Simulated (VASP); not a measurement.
Here is a VASP 6.6.1 calculation.

Contents of INCAR:

```
PREC = Accurate
ENCUT = 520
EDIFF = 1E-6
ISMEAR = 0
SIGMA = 0.15
LREAL = False
LASPH = True
NELM = 60
ALGO = Normal
ISIF = 2
LWAVE = False
LCHARG = False
GGA = PE
NBANDS = 10
```

KPOINTS

```
regular mesh
0
Gamma
  10 10 10
```

Contents of POSCAR:

```
Re
1.0
    0.0000000000      1.8983406950      2.2153635910
    1.8983406950      0.0000000000      2.2153635910
    1.8983406950      1.8983406950      0.0000000000
Re
1
Direct
    0.0000000000      0.0000000000      0.0000000000
```

Potentials or basis: VASP PAW PBE potentials, release 64 (Re).

The run is started by

```console
$ cat potpaw_PBE.64/Re/POTCAR > POTCAR
$ mpirun -np 1 vasp_std > vasp.out
```

Problem. What does it give for the pressure?

Solution. -17.1 GPa.

Stress tensor (GPa, compression positive):
```
 -5.36   0.00   0.00
  0.00  -5.36   0.00
  0.00   0.00 -40.50
```
